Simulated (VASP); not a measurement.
# Sc2SnS (P4mm) in VASP: single point with PBE

Aim: the single point of Sc2SnS with PBE.

All numbers are computed with VASP 6.6.1; they aren't measurements. Logs are shortened: lines on timing, memory, paths and dates and some standing lists are left out, and cuts for length are marked.

**1. The cell of the first run**

Symmetry: P4mm, No. 99, tetragonal system. Conventional cell: a = 4.929 Å, b = 4.929 Å, c = 4.179 Å, α = 90.00°, β = 90.00°, γ = 90.00°. Within 3.8 Å of Sc (site symmetry 2mm) lie 4 Sn at 2.81 to 3.76 Å and 4 S at 3.07 to 3.40 Å and 4 Sc at 3.49 Å. Sn (site symmetry 4mm) has 8 Sc at 2.81 to 3.76 Å and 4 S at 3.52 Å within 3.8 Å. S (site symmetry 4mm) has 8 Sc at 3.07 to 3.40 Å and 4 Sn at 3.52 Å within 4.0 Å.

The cell was generated, and may not be a known phase.

**2. Single point, PBE**

INCAR

```
SYSTEM = Sc2SnS
PREC = Accurate ; ENCUT = 520
EDIFF = 1E-7 ; ISMEAR = 0
SIGMA = 0.1 ; LREAL = .False.
LASPH = .True. ; NELM = 80
ALGO = Normal ; ISIF = 2
LWAVE = .False. ; LCHARG = .True.
GGA = PE ; LELF = .True.
LVHAR = .True. ; NBANDS = 29
```

KPOINTS

```
Automatic mesh
0
Gamma
  4 4 4
  0 0 0
```

POSCAR

```
Sc2SnS
1.0
    4.9286580100      0.0000000000      0.0000000000
    0.0000000000      4.9286580100      0.0000000000
    0.0000000000      0.0000000000      4.1787139300
Sc Sn S
2 1 1
Direct
    0.0000000000      0.5000000000      0.9464428200
    0.5000000000      0.0000000000      0.9464428200
    0.0000000000      0.0000000000      0.2672665500
    0.5000000000      0.5000000000      0.3853205400
```

Potentials or basis: VASP PAW PBE potentials, release 64 (Sc_sv, Sn_d, S).

On the command line:

```
$ cat potpaw_PBE.64/Sc_sv/POTCAR potpaw_PBE.64/Sn_d/POTCAR potpaw_PBE.64/S/POTCAR > POTCAR
$ mpirun -np 1 vasp_std > vasp.out
```

OUTCAR:

```text
SYSTEM = Sc2SnS
   PREC = Accurate
   ENCUT = 520
   EDIFF = 1E-7
   ISMEAR = 0
   LREAL = .False.
   LASPH = .True.
   NELM = 80
   ISIF = 2
   GGA = PE

 ion  position               nearest neighbor table
   1  0.000  0.500  0.946-   3 2.81   3 2.81   4 3.07   4 3.07
   2  0.500  0.000  0.946-   3 2.81   3 2.81   4 3.07   4 3.07
   3  0.000  0.000  0.267-   1 2.81   2 2.81   1 2.81   2 2.81
   4  0.500  0.500  0.385-   1 3.07   2 3.07   2 3.07   1 3.07

  LATTYP: Found a simple tetragonal cell.
 ALAT       =     4.9286580100
 C/A-ratio  =     0.8478401061

  Lattice vectors:

 A1 = (   4.9286580100,   0.0000000000,   0.0000000000)
 A2 = (   0.0000000000,   4.9286580100,   0.0000000000)
 A3 = (   0.0000000000,   0.0000000000,   4.1787139300)

Analysis of symmetry for initial positions (statically):
=====================================================================
 Subroutine PRICEL returns:
 Original cell was already a primitive cell.

 Routine SETGRP: Setting up the symmetry group for a
 simple tetragonal supercell.

 Subroutine GETGRP returns: Found  8 space group operations
 (whereof  8 operations were pure point group operations)
 out of a pool of 16 trial point group operations.

The static configuration has the point symmetry C_4v.

Analysis of symmetry for dynamics (positions and initial velocities):
=====================================================================
 Subroutine PRICEL returns:
 Original cell was already a primitive cell.

 Routine SETGRP: Setting up the symmetry group for a
 simple tetragonal supercell.

 Subroutine GETGRP returns: Found  8 space group operations
 (whereof  8 operations were pure point group operations)
 out of a pool of 16 trial point group operations.

The dynamic configuration has the point symmetry C_4v.

 Subroutine INISYM returns: Found  8 space group operations
 (whereof  8 operations are pure point group operations),
 and found     1 'primitive' translations

----------------------------------------------------------------------------------------

                                     Primitive cell

  volume of cell :     101.5079

  direct lattice vectors                    reciprocal lattice vectors
     4.928658010  0.000000000  0.000000000     0.202894986  0.000000000  0.000000000
     0.000000000  4.928658010  0.000000000     0.000000000  0.202894986  0.000000000
     0.000000000  0.000000000  4.178713930     0.000000000  0.000000000  0.239308078

  length of vectors
     4.928658010  4.928658010  4.178713930     0.202894986  0.202894986  0.239308078

  position of ions in fractional coordinates (direct lattice)
     0.000000000  0.500000000  0.946442820
     0.500000000  0.000000000  0.946442820
     0.000000000  0.000000000  0.267266550
     0.500000000  0.500000000  0.385320540

  ion indices of the primitive-cell ions
   primitive index   ion index
                 1           1
                 2           2
                 3           3
                 4           4

----------------------------------------------------------------------------------------

 KPOINTS: Automatic mesh

Automatic generation of k-mesh.
 Grid dimensions read from file:
 generate k-points for:    4    4    4

 Generating k-lattice:

  Cartesian coordinates                     Fractional coordinates (reciprocal lattice)
     0.050723747  0.000000000  0.000000000     0.250000000  0.000000000  0.000000000
     0.000000000  0.050723747  0.000000000     0.000000000  0.250000000  0.000000000
     0.000000000  0.000000000  0.059827020     0.000000000  0.000000000  0.250000000

  Length of vectors
     0.050723747  0.050723747  0.059827020

  Shift w.r.t. Gamma in fractional coordinates (k-lattice)
     0.000000000  0.000000000  0.000000000

 Subroutine IBZKPT returns following result:
 ===========================================

 Found     18 irreducible k-points:

 Following reciprocal coordinates:
            Coordinates               Weight
  0.000000  0.000000  0.000000      1.000000
  0.250000  0.000000  0.000000      4.000000
  0.500000  0.000000  0.000000      2.000000
  0.250000  0.250000  0.000000      4.000000
  0.500000  0.250000  0.000000      4.000000
  0.500000  0.500000  0.000000      1.000000
[... 10 lines left out ...]
  0.500000  0.250000  0.500000      4.000000
  0.500000  0.500000  0.500000      1.000000
   k-points           NKPTS =     18   k-points in BZ     NKDIM =     18   number of bands    NBANDS=     29
   number of dos      NEDOS =    301   number of ions     NIONS =      4
   total plane-waves  NPLWV =  51200
   dimension x,y,z NGX =    40 NGY =   40 NGZ =   32
   dimension x,y,z NGXF=    80 NGYF=   80 NGZF=   64
   ions per type =               2   1   1
   NGX,Y,Z   is equivalent  to a cutoff of  13.49, 13.49, 12.73 a.u.
   NGXF,Y,Z  is equivalent  to a cutoff of  26.98, 26.98, 25.46 a.u.
 SYSTEM =  Sc2SnS
   PREC   = accura    normal or accurate (medium, high low for compatibility)
   ISTART =      0    job   : 0-new  1-cont  2-samecut
   ICHARG =      2    charge: 1-file 2-atom 10-const
   ISPIN  =      1    spin polarized calculation?
   LNONCOLLINEAR =      F non collinear calculations
   LSORBIT =      F    spin-orbit coupling
   LASPH  =      T    aspherical Exc in radial PAW
   ENCUT  =  520.0 eV  38.22 Ry    6.18 a.u.   9.16  9.16  7.77*2*pi/ulx,y,z
   NELM   =     80;   NELMIN=  2; NELMDL= -5     # of ELM steps
   EDIFF  = 0.1E-06   stopping-criterion for ELM
   LREAL  =      F    real-space projection
   EDIFFG = 0.1E-05   stopping-criterion for IOM
   NSW    =      0    number of steps for IOM
   IBRION =     -1    ionic relax: 0-MD 1-quasi-New 2-CG
   NFREE  =      0    steps in history (QN), initial steepest desc. (CG)
   ISIF   =      2    stress and relaxation
   ISYM   =      2    0-nonsym 1-usesym 2-fastsym
   POTIM  = 0.5000    time-step for ionic-motion
   TEBEG  =    0.0;   TEEND  =   0.0 temperature during run
   PSTRESS=    0.0 pullay stress
   NELECT =      42.0000    total number of electrons
   NUPDOWN=      -1.0000    fix difference up-down
   EMIN   =  10.00;   EMAX   =-10.00  energy-range for DOS
   EFERMI =   0.00;   METHOD = LEGACY
   ISMEAR =     0;   SIGMA  =   0.10  broadening in eV -4-tet -1-fermi 0-gaus
   EFERMI_NEDOS =   21; number of points for ismear=-14 and -15
   IALGO  =     38    algorithm
   IMIX   =      4    mixing-type and parameters
     AMIX     =   0.40;   BMIX     =  1.00
     AMIX_MAG =   1.60;   BMIX_MAG =  1.00
  volume/ion in A,a.u.               =      25.38       171.25
  Fermi-wavevector in a.u.,A,eV,Ry     =   1.219901  2.305279 20.247625  1.488158
  Thomas-Fermi vector in A             =   2.355137
   LORBIT       =      0    0 simple, 1 ext, 2 COOP (PROOUT), +10 PAW based schemes
   GGA     = PE    functional components
   LHFCALC =     F    Hartree Fock is set to
   AEXX    =    0.0000 exact exchange contribution
   IVDW    =     0    specifies the selected vdW correction
   LEPSILON=     F    determine dielectric tensor
   LRPA    =     F    only Hartree local field effects (RPA)
 non-spin polarized calculation
 Gauss-broadening in eV      SIGMA  =   0.10
  energy-cutoff  :      520.00
  volume of cell :      101.51
 maximum number of plane-waves:      2760
 NGX is ok and might be reduce to    40
   NGX = 19   NGY = 19   NGZ = 15

 number of electron      41.9999991 magnetization

 Free energy of the ion-electron system (eV)
  ---------------------------------------------------
  ext. energy  EPLUGINS =         0.00000000
  ---------------------------------------------------
  free energy    TOTEN  =       -21.81290399 eV

  energy without entropy =      -21.79494707  energy(sigma->0) =      -21.80392553

 E-fermi :   5.0937     XC(G=0):  -9.6556

 val. band max:        5.0928736583   @ k =   0.0000   0.0000   0.0000
 cond. band min:       5.1462463556   @ k =   0.2500   0.2500   0.5000
 fundamental gap:      0.0533726973
 Fermi energy:         5.0937304181

 k-point     1 :       0.0000    0.0000    0.0000
  band No.  band energies     occupation
      1     -45.3066      2.00000
      2     -45.2895      2.00000
      3     -24.0102      2.00000
      4     -24.0011      2.00000
      5     -24.0011      2.00000
      6     -23.9892      2.00000
[... 21 lines left out ...]
     28       7.2457      0.00000
     29       7.2457      0.00000

 k-point     2 :       0.2500    0.0000    0.0000
  band No.  band energies     occupation
      1     -45.3040      2.00000
      2     -45.2919      2.00000
      3     -24.0069      2.00000
      4     -23.9973      2.00000
      5     -23.9959      2.00000
      6     -23.9917      2.00000
[... 21 lines left out ...]
     28       6.8734      0.00000
     29       7.1724      0.00000

 k-point     3 :       0.5000    0.0000    0.0000
  band No.  band energies     occupation
      1     -45.2980      2.00000
      2     -45.2979      2.00000
      3     -23.9995      2.00000
      4     -23.9991      2.00000
      5     -23.9923      2.00000
      6     -23.9905      2.00000
[... 21 lines left out ...]
     28       6.7612      0.00000
     29       7.2099      0.00000

 k-point     4 :       0.2500    0.2500    0.0000
  band No.  band energies     occupation
      1     -45.3022      2.00000
      2     -45.2937      2.00000
      3     -24.0241      2.00000
      4     -24.0042      2.00000
      5     -23.9937      2.00000
      6     -23.9648      2.00000
[... 405 lines left out ...]
     28       7.0689      0.00000
     29       7.1030      0.00000

 k-point    17 :       0.5000    0.2500    0.5000
  band No.  band energies     occupation
      1     -45.2973      2.00000
      2     -45.2973      2.00000
      3     -24.0319      2.00000
      4     -24.0132      2.00000
      5     -24.0123      2.00000
      6     -23.9492      2.00000
[... 21 lines left out ...]
     28       6.9786      0.00000
     29       7.0874      0.00000

 k-point    18 :       0.5000    0.5000    0.5000
  band No.  band energies     occupation
      1     -45.2973      2.00000
      2     -45.2973      2.00000
      3     -24.0493      2.00000
      4     -24.0121      2.00000
      5     -24.0121      2.00000
      6     -23.9325      2.00000
[... 21 lines left out ...]
     28       6.9754      0.00000
     29       7.5568      0.00000

------------------------ aborting loop because EDIFF is reached ----------------------------------------

  FORCE on cell =-STRESS in cart. coord.  units (eV):
  Direction    XX          YY          ZZ          XY          YZ          ZX
  --------------------------------------------------------------------------------------
  -------------------------------------------------------------------------------------
  Total        1.1141675      1.1141675     -8.1001796      0.0000000     -0.0000000      0.0000000
  in kB       17.5857563     17.5857563   -127.8513222      0.0000000     -0.0000000      0.0000000
  external PRESSURE =     -30.8932699 kB  Pullay stress =       0.0000000 kB

 VOLUME and BASIS-vectors are now :
 -----------------------------------------------------------------------------
  energy-cutoff  :      520.00
  volume of cell :      101.51
      direct lattice vectors                 reciprocal lattice vectors
     4.928658010  0.000000000  0.000000000     0.202894986  0.000000000  0.000000000
     0.000000000  4.928658010  0.000000000     0.000000000  0.202894986  0.000000000
     0.000000000  0.000000000  4.178713930     0.000000000  0.000000000  0.239308078

 POSITION                                       TOTAL-FORCE (eV/Angst)
 -----------------------------------------------------------------------------------
      0.00000      2.46433      3.95491         0.000000      0.000000     -0.622794
      2.46433      0.00000      3.95491         0.000000     -0.000000     -0.622794
      0.00000      0.00000      1.11683         0.000000     -0.000000      1.099054
      2.46433      2.46433      1.61014         0.000000      0.000000      0.146534
 -----------------------------------------------------------------------------------
    total drift:                               -0.000000      0.000000      0.000001

  FREE ENERGIE OF THE ION-ELECTRON SYSTEM (eV)
  ---------------------------------------------------
  free  energy   TOTEN  =       -21.8129039875 eV

  energy  without entropy=      -21.7949470704  energy(sigma->0) =      -21.80392553
```

Wall time 1.7 min (1 thread of Oxide Virtual Turin-like, shared host); peak memory 0.2 GiB.

Results:

- Free energy: -21.8129 eV
- Pressure: -3.1 GPa
- Largest force: 1.099 eV/Å
- Band gap on the k mesh: zero (bands 21 and 22 overlap by 0.29 eV)

Forces in eV/Å, atoms in the order of the input:
```
Sc   0.000  0.000 -0.623
Sc   0.000  0.000 -0.623
Sn   0.000  0.000  1.099
S    0.000  0.000  0.147
```

Caveat: the k points lie up to 0.38 Å⁻¹ apart; spin-orbit coupling is left out, which moves the levels of the heavy elements; forces of over 1 eV/Å act on the atoms, so gaps and moduli don't describe the material at rest.

The gap in the log of VASP goes by the Fermi energy; the results here count the filled bands.